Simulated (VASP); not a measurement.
# Ni (P6_3/mmc) in VASP: a series of runs

Runs on Ni. Level: revPBE. Tasks: single point, relaxation of cell and atoms.

Everything below comes from runs of VASP 6.6.1. Logs are shortened: lines on timing, memory, paths and dates and some standing lists are left out, and cuts for length are marked.

## (1) The cell of the first run

Symmetry: P6_3/mmc, No. 194, hexagonal system. The conventional cell has a = 2.534 Å, b = 2.534 Å, c = 8.302 Å, α = 90.00°, β = 90.00°, γ = 120.00°. Ni (site symmetry -3m) has 12 Ni at 2.53 to 2.54 Å within 3.3 Å. Ni (site symmetry -6m2) has 12 Ni at 2.53 to 2.54 Å within 3.3 Å.

This isn't the form of Ni at room conditions, which is fcc.

## (2) Single point, revPBE (11.54 Å³/atom)

Contents of INCAR:

```
PREC = Accurate ; ENCUT = 520
EDIFF = 1E-7 ; ISMEAR = -1
SIGMA = 0.1 ; LREAL = False
LASPH = True ; NELM = 60
ALGO = Normal ; ISIF = 2
LWAVE = False ; LCHARG = True
GGA = RE ; LELF = True
LVHAR = True ; NBANDS = 28
```

Contents of KPOINTS:

```
regular mesh
0
Gamma
  16 16 5
```

Contents of POSCAR:

```
Ni
1.0
    2.5339916804      0.0000000000      0.0000000000
   -1.2669958402      2.1945011682      0.0000000000
    0.0000000000      0.0000000000      8.3024077450
Ni
4
Direct
    0.0000000000      0.0000000000      0.0000000000
    0.0000000000      0.0000000000      0.5000000000
    0.3333333333      0.6666666667      0.2500000000
    0.6666666667      0.3333333333      0.7500000000
```

Potentials or basis: VASP PAW PBE potentials, release 64 (Ni).

Command:

```console
cat potpaw_PBE.64/Ni/POTCAR > POTCAR
mpirun -np 1 vasp_std > vasp.out
```

OUTCAR:

```text
PREC = Accurate
   ENCUT = 520
   EDIFF = 1E-7
   ISMEAR = -1
   LREAL = False
   LASPH = True
   NELM = 60
   ISIF = 2
   GGA = RE

 ion  position               nearest neighbor table
   1  0.000  0.000  0.000-   3 2.54   4 2.54   3 2.54   4 2.54   4 2.54   3 2.54
   2  0.000  0.000  0.500-   3 2.54   4 2.54   3 2.54   4 2.54   4 2.54   3 2.54
   3  0.333  0.667  0.250-   1 2.54   2 2.54   1 2.54   2 2.54   1 2.54   2 2.54
   4  0.667  0.333  0.750-   1 2.54   2 2.54   1 2.54   2 2.54   1 2.54   2 2.54

  LATTYP: Found a hexagonal cell.
 ALAT       =     2.5339916804
 C/A-ratio  =     3.2764147606

  Lattice vectors:

 A1 = (   2.5339916804,   0.0000000000,   0.0000000000)
 A2 = (  -1.2669958402,   2.1945011682,   0.0000000000)
 A3 = (   0.0000000000,   0.0000000000,   8.3024077450)

Analysis of symmetry for initial positions (statically):
=====================================================================
 Subroutine PRICEL returns:
 Original cell was already a primitive cell.

 Routine SETGRP: Setting up the symmetry group for a
 hexagonal supercell.

 Subroutine GETGRP returns: Found 24 space group operations
 (whereof 12 operations were pure point group operations)
 out of a pool of 24 trial point group operations.

The static configuration has the point symmetry D_3d.
 The point group associated with its full space group is D_6h.

Analysis of symmetry for dynamics (positions and initial velocities):
=====================================================================
 Subroutine PRICEL returns:
 Original cell was already a primitive cell.

 Routine SETGRP: Setting up the symmetry group for a
 hexagonal supercell.

 Subroutine GETGRP returns: Found 24 space group operations
 (whereof 12 operations were pure point group operations)
 out of a pool of 24 trial point group operations.

The dynamic configuration has the point symmetry D_3d.
 The point group associated with its full space group is D_6h.

 Subroutine INISYM returns: Found 24 space group operations
 (whereof 12 operations are pure point group operations),
 and found     1 'primitive' translations

----------------------------------------------------------------------------------------

                                     Primitive cell

  volume of cell :      46.1684

  direct lattice vectors                    reciprocal lattice vectors
     2.533991680  0.000000000  0.000000000     0.394634287  0.227842212  0.000000000
    -1.266995840  2.194501168  0.000000000     0.000000000  0.455684424  0.000000000
     0.000000000  0.000000000  8.302407745     0.000000000  0.000000000  0.120446987

  length of vectors
     2.533991680  2.533991680  8.302407745     0.455684424  0.455684424  0.120446987

  position of ions in fractional coordinates (direct lattice)
     0.000000000  0.000000000  0.000000000
     0.000000000  0.000000000  0.500000000
     0.333333333  0.666666667  0.250000000
     0.666666667  0.333333333  0.750000000

  ion indices of the primitive-cell ions
   primitive index   ion index
                 1           1
                 2           2
                 3           3
                 4           4

----------------------------------------------------------------------------------------

 KPOINTS: regular mesh

Automatic generation of k-mesh.
 Grid dimensions read from file:
 generate k-points for:   16   16    5

 Generating k-lattice:

  Cartesian coordinates                     Fractional coordinates (reciprocal lattice)
     0.024664643  0.014240138  0.000000000     0.062500000 -0.000000000  0.000000000
     0.000000000  0.028480276  0.000000000     0.000000000  0.062500000  0.000000000
     0.000000000  0.000000000  0.024089397     0.000000000  0.000000000  0.200000000

  Length of vectors
     0.028480276  0.028480276  0.024089397

  Shift w.r.t. Gamma in fractional coordinates (k-lattice)
     0.000000000  0.000000000  0.000000000

 Subroutine IBZKPT returns following result:
 ===========================================

 Found     90 irreducible k-points:

 Following reciprocal coordinates:
            Coordinates               Weight
  0.000000  0.000000  0.000000      1.000000
  0.062500  0.000000  0.000000      6.000000
  0.125000  0.000000  0.000000      6.000000
  0.187500  0.000000  0.000000      6.000000
  0.250000  0.000000  0.000000      6.000000
  0.312500  0.000000  0.000000      6.000000
[... 16 lines left out ...]
  0.187500  0.187500  0.000000      6.000000
  0.250000  0.187500  0.000000     12.000000
 [... further k-points ...]
   k-points           NKPTS =     90   k-points in BZ     NKDIM =     90   number of bands    NBANDS=     28
   number of dos      NEDOS =    301   number of ions     NIONS =      4
   total plane-waves  NPLWV =  25600
   dimension x,y,z NGX =    20 NGY =   20 NGZ =   64
   dimension x,y,z NGXF=    40 NGYF=   40 NGZF=  128
   ions per type =               4
   NGX,Y,Z   is equivalent  to a cutoff of  13.12, 13.12, 12.82 a.u.
   NGXF,Y,Z  is equivalent  to a cutoff of  26.24, 26.24, 25.63 a.u.
 SYSTEM =  unknown system
   PREC   = accura    normal or accurate (medium, high low for compatibility)
   ISTART =      0    job   : 0-new  1-cont  2-samecut
   ICHARG =      2    charge: 1-file 2-atom 10-const
   ISPIN  =      1    spin polarized calculation?
   LNONCOLLINEAR =      F non collinear calculations
   LSORBIT =      F    spin-orbit coupling
   LASPH  =      T    aspherical Exc in radial PAW
   ENCUT  =  520.0 eV  38.22 Ry    6.18 a.u.   4.71  4.71 15.44*2*pi/ulx,y,z
   NELM   =     60;   NELMIN=  2; NELMDL= -5     # of ELM steps
   EDIFF  = 0.1E-06   stopping-criterion for ELM
   LREAL  =      F    real-space projection
   EDIFFG = 0.1E-05   stopping-criterion for IOM
   NSW    =      0    number of steps for IOM
   IBRION =     -1    ionic relax: 0-MD 1-quasi-New 2-CG
   NFREE  =      0    steps in history (QN), initial steepest desc. (CG)
   ISIF   =      2    stress and relaxation
   ISYM   =      2    0-nonsym 1-usesym 2-fastsym
   POTIM  = 0.5000    time-step for ionic-motion
   TEBEG  =    0.0;   TEEND  =   0.0 temperature during run
   PSTRESS=    0.0 pullay stress
   NELECT =      40.0000    total number of electrons
   NUPDOWN=      -1.0000    fix difference up-down
   EMIN   =  10.00;   EMAX   =-10.00  energy-range for DOS
   EFERMI =   0.00;   METHOD = LEGACY
   ISMEAR =    -1;   SIGMA  =   0.10  broadening in eV -4-tet -1-fermi 0-gaus
   EFERMI_NEDOS =   21; number of points for ismear=-14 and -15
   IALGO  =     38    algorithm
   IMIX   =      4    mixing-type and parameters
     AMIX     =   0.40;   BMIX     =  1.00
     AMIX_MAG =   1.60;   BMIX_MAG =  1.00
  volume/ion in A,a.u.               =      11.54        77.89
  Fermi-wavevector in a.u.,A,eV,Ry     =   1.560677  2.949253 33.139900  2.435714
  Thomas-Fermi vector in A             =   2.663854
   LORBIT       =      0    0 simple, 1 ext, 2 COOP (PROOUT), +10 PAW based schemes
   GGA     = RE    functional components
   LHFCALC =     F    Hartree Fock is set to
   AEXX    =    0.0000 exact exchange contribution
   IVDW    =     0    specifies the selected vdW correction
   LEPSILON=     F    determine dielectric tensor
   LRPA    =     F    only Hartree local field effects (RPA)
 non-spin polarized calculation
  energy-cutoff  :      520.00
  volume of cell :       46.17
 maximum number of plane-waves:      1255
 NGX is ok and might be reduce to    20
   NGX =  9   NGY =  9   NGZ = 31

 number of electron      40.0000012 magnetization

 Free energy of the ion-electron system (eV)
  ---------------------------------------------------
  ext. energy  EPLUGINS =         0.00000000
  ---------------------------------------------------
  free energy    TOTEN  =       -20.13969396 eV

  energy without entropy =      -19.76027272  energy(sigma->0) =      -19.94998334

 E-fermi :   8.5147     XC(G=0): -12.8162

 val. band max:        8.5138887420   @ k =   0.3125   0.0000   0.0000
 cond. band min:       8.5149663839   @ k =   0.3125   0.2500   0.4000
 fundamental gap:      0.0010776419
 Fermi energy:         8.5146902799

 k-point     1 :       0.0000    0.0000    0.0000
  band No.  band energies     occupation
      1       0.0538      2.00000
      2       2.2082      2.00000
      3       2.2085      2.00000
      4       4.3922      2.00000
      5       6.4468      2.00000
      6       6.4716      2.00000
[... 20 lines left out ...]
     27      22.5029      0.00000
     28      30.4635      0.00000

 k-point     2 :       0.0625    0.0000    0.0000
  band No.  band energies     occupation
      1       0.1843      2.00000
      2       2.3239      2.00000
      3       2.3243      2.00000
      4       4.4756      2.00000
      5       6.3807      2.00000
      6       6.4385      2.00000
[... 20 lines left out ...]
     27      22.6006      0.00000
     28      29.1627      0.00000

 k-point     3 :       0.1250    0.0000    0.0000
  band No.  band energies     occupation
      1       0.5703      2.00000
      2       2.6590      2.00000
      3       2.6595      2.00000
      4       4.7075      2.00000
      5       6.2341      2.00000
      6       6.3536      2.00000
[... 20 lines left out ...]
     27      22.8872      0.00000
     28      26.2550      0.00000

 k-point     4 :       0.1875    0.0000    0.0000
  band No.  band energies     occupation
      1       1.1932      2.00000
      2       3.1701      2.00000
      3       3.1710      2.00000
      4       5.0222      2.00000
      5       6.0788      2.00000
      6       6.2021      2.00000
[... 578 lines left out ...]
     27      18.8906      0.00000
     28      19.2189      0.00000

 k-point    23 :       0.1875    0.1875    0.0000
  band No.  band energies     occupation
      1       3.1956      2.00000
      2       4.4902      2.00000
      3       4.4961      2.00000
      4       5.6221      2.00000
      5       5.6361      2.00000
      6       5.8104      2.00000
[... 20 lines left out ...]
     27      19.8545      0.00000
     28      21.7342      0.00000

 k-point    24 :       0.2500    0.1875    0.0000
  band No.  band energies     occupation
      1       4.0690      2.00000
      2       4.8338      2.00000
      3       4.8489      2.00000
      4       5.5153      2.00000
      5       5.5690      2.00000
      6       5.8099      2.00000
[... 20 lines left out ...]
     27      18.9181      0.00000
     28      19.5740      0.00000

 [... further k-points ...]

------------------------ aborting loop because EDIFF is reached ----------------------------------------

  FORCE on cell =-STRESS in cart. coord.  units (eV):
  Direction    XX          YY          ZZ          XY          YZ          ZX
  --------------------------------------------------------------------------------------
  -------------------------------------------------------------------------------------
  Total       -1.8032528     -1.8032528     -1.8255087     -0.0000000      0.0000000     -0.0000000
  in kB      -62.5780647    -62.5780647    -63.3504083     -0.0000000      0.0000000     -0.0000000
  external PRESSURE =     -62.8355126 kB  Pullay stress =       0.0000000 kB

 VOLUME and BASIS-vectors are now :
 -----------------------------------------------------------------------------
  energy-cutoff  :      520.00
  volume of cell :       46.17
      direct lattice vectors                 reciprocal lattice vectors
     2.533991680  0.000000000  0.000000000     0.394634287  0.227842212  0.000000000
    -1.266995840  2.194501168  0.000000000     0.000000000  0.455684424  0.000000000
     0.000000000  0.000000000  8.302407745     0.000000000  0.000000000  0.120446987

 POSITION                                       TOTAL-FORCE (eV/Angst)
 -----------------------------------------------------------------------------------
      0.00000      0.00000      0.00000        -0.000000      0.000000      0.000000
      0.00000      0.00000      4.15120        -0.000000      0.000000      0.000000
     -0.00000      1.46300      2.07560         0.000000     -0.000000      0.000000
      1.26700      0.73150      6.22681        -0.000000      0.000000      0.000000
 -----------------------------------------------------------------------------------
    total drift:                                0.000000     -0.000000      0.000000

  FREE ENERGIE OF THE ION-ELECTRON SYSTEM (eV)
  ---------------------------------------------------
  free  energy   TOTEN  =       -20.1396939568 eV

  energy  without entropy=      -19.7602727186  energy(sigma->0) =      -19.94998334
```

It took 4 min on 1 thread of AMD EPYC 7R13, shared host; peak memory 0.19 GiB.

What came out:

```yaml
Free_energy: -20.1397 eV
Pressure: -6.3 GPa
Band_gap_on_the_k_mesh: zero (bands 20 and 21 overlap by 0.52 eV)
```

Caveat: the cell stands under tension; the PAW data sets were made with another functional, which shifts forces and pressure a little; the run has no spin polarisation, though such a crystal can be magnetic.

## (3) Single point, revPBE (12.43 Å³/atom)

This run uses another cell than the first one, of 12.43 Å³/atom.

Contents of INCAR:

```
SYSTEM = Ni
PREC     = Accurate       ! precision mode
ENCUT    = 520            ! plane-wave cutoff, eV
EDIFF    = 1E-6           ! SCF threshold, eV
ISMEAR   = -1             ! smearing method
SIGMA    = 0.1            ! smearing width, eV
LREAL    = .FALSE.        ! projectors in reciprocal space
LASPH    = .TRUE.         ! aspherical terms in the spheres
NELM     = 80             ! most SCF steps
ALGO     = Normal         ! electronic algorithm
ISIF     = 2              ! what is computed and relaxed
LWAVE    = .FALSE.        ! write WAVECAR
LCHARG   = .TRUE.         ! write CHGCAR
GGA      = RE             ! functional
LELF     = .TRUE.         ! ELF
LVHAR    = .TRUE.       
NBANDS   = 28             ! bands
```

Contents of KPOINTS:

```
Automatic mesh
0
G
  16 16 5
  0 0 0
```

Contents of POSCAR:

```
Ni
1.0
    2.5973675623      0.0000000000      0.0000000000
   -1.2986837811      2.2493862919      0.0000000000
    0.0000000000      0.0000000000      8.5100534199
Ni
4
Direct
    0.0000000000      0.0000000000      0.0000000000
    0.0000000000      0.0000000000      0.5000000000
    0.3333333333      0.6666666667      0.2500000000
    0.6666666667      0.3333333333      0.7500000000
```

Potentials or basis: VASP PAW PBE potentials, release 64 (Ni).

Command:

```console
cat potpaw_PBE.64/Ni/POTCAR > POTCAR
mpirun -np 1 vasp_std > vasp.out
```

It took 3.8 min on 1 thread of AMD EPYC 7R13, shared host; peak memory 0.2 GiB.

It converged, with:

| Quantity | Value |
| --- | --- |
| Free energy | -19.8898 eV |
| Pressure | -15.4 GPa |
| Band gap on the k mesh | zero (bands 20 and 21 overlap by 0.47 eV) |

Levels at points of the mesh, in eV from the Fermi level:
```
           k point  band 17  band 18  band 19  band 20  band 21  band 22  band 23  band 24
(0.00, 0.00, 0.00)    -0.81    -0.57    -0.57    -0.39    -0.39    -0.09    -0.09     0.04
(0.50, 0.00, 0.00)     0.00     0.05     0.05     0.07     0.55     1.51     2.32     2.83
```

Caveat: the cell stands under tension; the PAW data sets were made with another functional, which shifts forces and pressure a little; the run has no spin polarisation, though such a crystal can be magnetic. Spin polarisation is off, so any magnetic state and its effect on volume and gap are missing.

(Continued in part 2 of 2.)
